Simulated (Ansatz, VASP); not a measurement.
**Re in VASP and in Ansatz**

```xyz
1
Lattice="0.0000 2.0307 1.8682 2.0307 0.0000 1.8682 2.0307 2.0307 0.0000" Properties=species:S:1:pos:R:3 pbc="T T T"
Re    0.0000    0.0000    0.0000
```

Alike in both runs: task single point; functional PBEsol; k mesh 22 × 22 × 22; occupations gaussian, width 0.15 eV; no spin polarisation.

|  | VASP | Ansatz |
| --- | --- | --- |
| version | VASP 6.6.1 | Ansatz 0.2.0 |
| potentials or method | VASP PAW PBE potentials, release 64 (Re), cutoff 520 eV | scalar-relativistic, plane waves, PAW |
| valence electrons in the cell | 7 | 15 |

```tsv
	VASP	Ansatz	Ansatz less VASP
gap on the k mesh at the Fermi level (eV)	none	none	-
pressure (GPa)	-18.2	-17.8	+0.44
traceless stress, the component that is largest in VASP (GPa)	11.72	11.75	+0.030
```

VASP's potentials were made for PBE, not for PBEsol. A gap of «none» marks a metal or a gap that the smearing closes. VASP's potentials hold 7 valence electrons a cell and Ansatz's 15, so a difference there can come from the potentials and not from the codes.

Neither program's run includes spin-orbit coupling.
